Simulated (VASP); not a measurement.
# Ga3Se (Pm-3m) in VASP: a series of runs

The runs below take Ga3Se through single point, with LDA.

Everything below comes from runs of VASP 6.6.1. Logs are shortened: lines on timing, memory, paths and dates and some standing lists are left out, and cuts for length are marked.

## (1) The cell of the first run

The structure is cubic, space group Pm-3m (No. 221). The conventional cell has a = 4.432 Å, b = 4.432 Å, c = 4.432 Å, α = 90.00°, β = 90.00°, γ = 90.00°. Ga (site symmetry 4/mmm) has 8 Ga at 3.13 Å and 4 Se at 3.13 Å within 4.1 Å. Se (site symmetry m-3m) has 12 Ga at 3.13 Å within 4.1 Å.

## (2) Single point, LDA

INCAR

```
SYSTEM = Ga3Se
PREC     = Accurate       ! precision mode
ENCUT    = 520            ! plane-wave cutoff, eV
EDIFF    = 1E-7           ! SCF threshold, eV
ISMEAR   = 1              ! smearing method
SIGMA    = 0.1            ! smearing width, eV
LREAL    = .False.        ! projectors in reciprocal space
LASPH    = .True.         ! aspherical terms in the spheres
NELM     = 60             ! most SCF steps
ALGO     = Normal         ! electronic algorithm
ISIF     = 2              ! what is computed and relaxed
LWAVE    = .False.        ! write WAVECAR
LCHARG   = .False.        ! write CHGCAR
GGA      = CA             ! functional
NBANDS   = 30             ! bands
```

KPOINTS

```
regular mesh
0
Gamma
  3 3 3
  0 0 0
```

POSCAR

```
Ga3Se
1.0
    4.4324650000      0.0000000000      0.0000000000
    0.0000000000      4.4324650000      0.0000000000
    0.0000000000      0.0000000000      4.4324650000
Ga Se
3 1
Direct
    0.0000000000      0.5000000000      0.5000000000
    0.5000000000      0.0000000000      0.5000000000
    0.5000000000      0.5000000000      0.0000000000
    0.0000000000      0.0000000000      0.0000000000
```

Potentials or basis: VASP PAW LDA potentials, release 64 (Ga_d, Se).

Started as:

```console
$ cat potpaw_LDA.64/Ga_d/POTCAR potpaw_LDA.64/Se/POTCAR > POTCAR
$ mpirun -np 1 vasp_std > vasp.out
```

OUTCAR:

```text
SYSTEM = Ga3Se
   PREC = Accurate
   ENCUT = 520
   EDIFF = 1E-7
   ISMEAR = 1
   LREAL = .False.
   LASPH = .True.
   NELM = 60
   ISIF = 2
   GGA = CA

 ion  position               nearest neighbor table
   1  0.000  0.500  0.500-
   2  0.500  0.000  0.500-
   3  0.500  0.500  0.000-
   4  0.000  0.000  0.000-

  LATTYP: Found a simple cubic cell.
 ALAT       =     4.4324650000

  Lattice vectors:

 A1 = (   4.4324650000,   0.0000000000,   0.0000000000)
 A2 = (   0.0000000000,   4.4324650000,   0.0000000000)
 A3 = (   0.0000000000,   0.0000000000,   4.4324650000)

Analysis of symmetry for initial positions (statically):
=====================================================================
 Subroutine PRICEL returns:
 Original cell was already a primitive cell.

 Routine SETGRP: Setting up the symmetry group for a
 simple cubic supercell.

 Subroutine GETGRP returns: Found 48 space group operations
 (whereof 48 operations were pure point group operations)
 out of a pool of 48 trial point group operations.

The static configuration has the point symmetry O_h .

Analysis of symmetry for dynamics (positions and initial velocities):
=====================================================================
 Subroutine PRICEL returns:
 Original cell was already a primitive cell.

 Routine SETGRP: Setting up the symmetry group for a
 simple cubic supercell.

 Subroutine GETGRP returns: Found 48 space group operations
 (whereof 48 operations were pure point group operations)
 out of a pool of 48 trial point group operations.

The dynamic configuration has the point symmetry O_h .

 Subroutine INISYM returns: Found 48 space group operations
 (whereof 48 operations are pure point group operations),
 and found     1 'primitive' translations

----------------------------------------------------------------------------------------

                                     Primitive cell

  volume of cell :      87.0835

  direct lattice vectors                    reciprocal lattice vectors
     4.432465000  0.000000000  0.000000000     0.225608098  0.000000000  0.000000000
     0.000000000  4.432465000  0.000000000     0.000000000  0.225608098  0.000000000
     0.000000000  0.000000000  4.432465000     0.000000000  0.000000000  0.225608098

  length of vectors
     4.432465000  4.432465000  4.432465000     0.225608098  0.225608098  0.225608098

  position of ions in fractional coordinates (direct lattice)
     0.000000000  0.500000000  0.500000000
     0.500000000  0.000000000  0.500000000
     0.500000000  0.500000000  0.000000000
     0.000000000  0.000000000  0.000000000

  ion indices of the primitive-cell ions
   primitive index   ion index
                 1           1
                 2           2
                 3           3
                 4           4

----------------------------------------------------------------------------------------

 KPOINTS: regular mesh

Automatic generation of k-mesh.
 Grid dimensions read from file:
 generate k-points for:    3    3    3

 Generating k-lattice:

  Cartesian coordinates                     Fractional coordinates (reciprocal lattice)
     0.075202699  0.000000000  0.000000000     0.333333333  0.000000000  0.000000000
     0.000000000  0.075202699  0.000000000     0.000000000  0.333333333  0.000000000
     0.000000000  0.000000000  0.075202699     0.000000000  0.000000000  0.333333333

  Length of vectors
     0.075202699  0.075202699  0.075202699

  Shift w.r.t. Gamma in fractional coordinates (k-lattice)
     0.000000000  0.000000000  0.000000000

 Subroutine IBZKPT returns following result:
 ===========================================

 Found      4 irreducible k-points:

 Following reciprocal coordinates:
            Coordinates               Weight
  0.000000  0.000000  0.000000      1.000000
  0.333333  0.000000  0.000000      6.000000
  0.333333  0.333333  0.000000     12.000000
  0.333333  0.333333  0.333333      8.000000
   k-points           NKPTS =      4   k-points in BZ     NKDIM =      4   number of bands    NBANDS=     30
   number of dos      NEDOS =    301   number of ions     NIONS =      4
   total plane-waves  NPLWV =  46656
   dimension x,y,z NGX =    36 NGY =   36 NGZ =   36
   dimension x,y,z NGXF=    72 NGYF=   72 NGZF=   72
   ions per type =               3   1
   NGX,Y,Z   is equivalent  to a cutoff of  13.50, 13.50, 13.50 a.u.
   NGXF,Y,Z  is equivalent  to a cutoff of  27.00, 27.00, 27.00 a.u.
 SYSTEM =  Ga3Se
   PREC   = accura    normal or accurate (medium, high low for compatibility)
   ISTART =      0    job   : 0-new  1-cont  2-samecut
   ICHARG =      2    charge: 1-file 2-atom 10-const
   ISPIN  =      1    spin polarized calculation?
   LNONCOLLINEAR =      F non collinear calculations
   LSORBIT =      F    spin-orbit coupling
   LASPH  =      T    aspherical Exc in radial PAW
   ENCUT  =  520.0 eV  38.22 Ry    6.18 a.u.   8.24  8.24  8.24*2*pi/ulx,y,z
   NELM   =     60;   NELMIN=  2; NELMDL= -5     # of ELM steps
   EDIFF  = 0.1E-06   stopping-criterion for ELM
   LREAL  =      F    real-space projection
   EDIFFG = 0.1E-05   stopping-criterion for IOM
   NSW    =      0    number of steps for IOM
   IBRION =     -1    ionic relax: 0-MD 1-quasi-New 2-CG
   NFREE  =      0    steps in history (QN), initial steepest desc. (CG)
   ISIF   =      2    stress and relaxation
   ISYM   =      2    0-nonsym 1-usesym 2-fastsym
   POTIM  = 0.5000    time-step for ionic-motion
   TEBEG  =    0.0;   TEEND  =   0.0 temperature during run
   PSTRESS=    0.0 pullay stress
   NELECT =      45.0000    total number of electrons
   NUPDOWN=      -1.0000    fix difference up-down
   EMIN   =  10.00;   EMAX   =-10.00  energy-range for DOS
   EFERMI =   0.00;   METHOD = LEGACY
   ISMEAR =     1;   SIGMA  =   0.10  broadening in eV -4-tet -1-fermi 0-gaus
   EFERMI_NEDOS =   21; number of points for ismear=-14 and -15
   IALGO  =     38    algorithm
   IMIX   =      4    mixing-type and parameters
     AMIX     =   0.40;   BMIX     =  1.00
     AMIX_MAG =   1.60;   BMIX_MAG =  1.00
  volume/ion in A,a.u.               =      21.77       146.92
  Fermi-wavevector in a.u.,A,eV,Ry     =   1.313713  2.482557 23.481488  1.725841
  Thomas-Fermi vector in A             =   2.444016
   LORBIT       =      0    0 simple, 1 ext, 2 COOP (PROOUT), +10 PAW based schemes
   GGA     = CA    functional components
   LHFCALC =     F    Hartree Fock is set to
   AEXX    =    0.0000 exact exchange contribution
   IVDW    =     0    specifies the selected vdW correction
   LEPSILON=     F    determine dielectric tensor
   LRPA    =     F    only Hartree local field effects (RPA)
 non-spin polarized calculation
 Methfessel and Paxton  Order N= 1 SIGMA  =   0.10
  energy-cutoff  :      520.00
  volume of cell :       87.08
 maximum number of plane-waves:      2353
 NGX is ok and might be reduce to    36
   NGX = 17   NGY = 17   NGZ = 17

 number of electron      44.9999942 magnetization

 Free energy of the ion-electron system (eV)
  ---------------------------------------------------
  ext. energy  EPLUGINS =         0.00000000
  ---------------------------------------------------
  free energy    TOTEN  =       -14.51640902 eV

  energy without entropy =      -14.50919649  energy(sigma->0) =      -14.51400484

 E-fermi :   4.7480     XC(G=0): -10.5505

 val. band max:        3.7492412796   @ k =   0.3333   0.3333   0.0000
 cond. band min:       4.7489966627   @ k =   0.3333   0.0000   0.0000
 fundamental gap:      0.9997553831
 Fermi energy:         4.7479857103

 k-point     1 :       0.0000    0.0000    0.0000
  band No.  band energies     occupation
      1     -10.6992      2.00000
      2     -10.6860      2.00000
      3     -10.6860      2.00000
      4     -10.6860      2.00000
      5     -10.6386      2.00000
      6     -10.6386      2.00000
      7     -10.5624      2.00000
      8     -10.5624      2.00000
      9     -10.5624      2.00000
     10     -10.4935      2.00000
     11     -10.4935      2.00000
     12     -10.4906      2.00000
     13     -10.4443      2.00000
     14     -10.4443      2.00000
     15     -10.4443      2.00000
     16      -8.9752      2.00000
     17      -3.0992      2.00000
     18       0.7729      2.00000
     19       0.7729      2.00000
     20       0.7729      2.00000
     21       1.4932      2.00000
     22       1.4932      2.00000
     23       6.0495     -0.00000
     24       6.0495     -0.00000
     25       6.0495     -0.00000
     26       8.7562      0.00000
     27       8.7562      0.00000
     28       8.7562      0.00000
     29      10.5085      0.00000
     30      11.5378      0.00000

 k-point     2 :       0.3333    0.0000    0.0000
  band No.  band energies     occupation
      1     -10.6760      2.00000
      2     -10.6467      2.00000
      3     -10.6364      2.00000
      4     -10.6364      2.00000
      5     -10.6294      2.00000
      6     -10.6052      2.00000
      7     -10.5719      2.00000
      8     -10.5656      2.00000
      9     -10.5656      2.00000
     10     -10.5294      2.00000
     11     -10.5179      2.00000
     12     -10.5039      2.00000
     13     -10.5039      2.00000
     14     -10.4925      2.00000
     15     -10.4442      2.00000
     16      -8.7080      2.00000
     17      -3.8044      2.00000
     18      -0.8080      2.00000
     19       1.4004      2.00000
     20       1.4004      2.00000
     21       1.9357      2.00000
     22       3.6395      2.00000
     23       4.7490      0.98289
     24       4.7490      0.98289
     25       6.1994     -0.00000
     26       6.4550     -0.00000
     27       8.2995      0.00000
     28       8.2995      0.00000
     29      10.7035      0.00000
     30      11.2681      0.00000

 k-point     3 :       0.3333    0.3333    0.0000
  band No.  band energies     occupation
      1     -10.6465      2.00000
      2     -10.6412      2.00000
      3     -10.6189      2.00000
      4     -10.6114      2.00000
      5     -10.6055      2.00000
      6     -10.6032      2.00000
      7     -10.5928      2.00000
      8     -10.5663      2.00000
      9     -10.5560      2.00000
     10     -10.5471      2.00000
     11     -10.5325      2.00000
     12     -10.5177      2.00000
     13     -10.5101      2.00000
     14     -10.4995      2.00000
     15     -10.4889      2.00000
     16      -8.4684      2.00000
     17      -3.3545      2.00000
     18      -1.9877      2.00000
     19      -0.1002      2.00000
     20       1.9294      2.00000
     21       2.3205      2.00000
     22       3.7492      2.00000
     23       4.8840     -0.06622
     24       5.1974     -0.00000
     25       6.3210     -0.00000
     26       6.4933     -0.00000
     27       8.4200      0.00000
     28       8.6024      0.00000
     29       8.9806      0.00000
     30       9.2804      0.00000

 k-point     4 :       0.3333    0.3333    0.3333
  band No.  band energies     occupation
      1     -10.6968      2.00000
      2     -10.6389      2.00000
      3     -10.6339      2.00000
      4     -10.6339      2.00000
      5     -10.5981      2.00000
      6     -10.5981      2.00000
      7     -10.5903      2.00000
      8     -10.5591      2.00000
      9     -10.5532      2.00000
     10     -10.5532      2.00000
     11     -10.5157      2.00000
     12     -10.5157      2.00000
     13     -10.5033      2.00000
     14     -10.5033      2.00000
     15     -10.4686      2.00000
     16      -8.2437      2.00000
     17      -2.7693      2.00000
     18      -1.1752      2.00000
     19      -1.1752      2.00000
     20       1.2067      2.00000
     21       1.2067      2.00000
     22       1.2544      2.00000
     23       3.7223      2.00000
     24       6.1159     -0.00000
     25       7.6495      0.00000
     26       7.6495      0.00000
     27       9.6955      0.00000
     28       9.6955      0.00000
     29      11.2309      0.00000
     30      12.3712      0.00000

------------------------ aborting loop because EDIFF is reached ----------------------------------------

  FORCE on cell =-STRESS in cart. coord.  units (eV):
  Direction    XX          YY          ZZ          XY          YZ          ZX
  --------------------------------------------------------------------------------------
  -------------------------------------------------------------------------------------
  Total       -2.4901463     -2.4901463     -2.4901463      0.0000000     -0.0000000      0.0000000
  in kB      -45.8141369    -45.8141369    -45.8141369      0.0000000     -0.0000000      0.0000000
  external PRESSURE =     -45.8141369 kB  Pullay stress =       0.0000000 kB

 VOLUME and BASIS-vectors are now :
 -----------------------------------------------------------------------------
  energy-cutoff  :      520.00
  volume of cell :       87.08
      direct lattice vectors                 reciprocal lattice vectors
     4.432465000  0.000000000  0.000000000     0.225608098  0.000000000  0.000000000
     0.000000000  4.432465000  0.000000000     0.000000000  0.225608098  0.000000000
     0.000000000  0.000000000  4.432465000     0.000000000  0.000000000  0.225608098

 POSITION                                       TOTAL-FORCE (eV/Angst)
 -----------------------------------------------------------------------------------
      0.00000      2.21623      2.21623         0.000000      0.000000      0.000000
      2.21623      0.00000      2.21623         0.000000      0.000000      0.000000
      2.21623      2.21623      0.00000         0.000000      0.000000      0.000000
      0.00000      0.00000      0.00000         0.000000      0.000000      0.000000
 -----------------------------------------------------------------------------------
    total drift:                                0.000000      0.000000      0.000000

  FREE ENERGIE OF THE ION-ELECTRON SYSTEM (eV)
  ---------------------------------------------------
  free  energy   TOTEN  =       -14.5164090169 eV

  energy  without entropy=      -14.5091964933  energy(sigma->0) =      -14.51400484
```

Run time: 17 s. Hardware: 1 thread of AMD EPYC 7R13, shared host; peak memory 0.14 GiB.

Results:

```
Free energy : -14.5164 eV
Pressure    : -4.6 GPa
```

Caveat: the k points lie up to 0.47 Å⁻¹ apart.

[end of part 1 of 2]
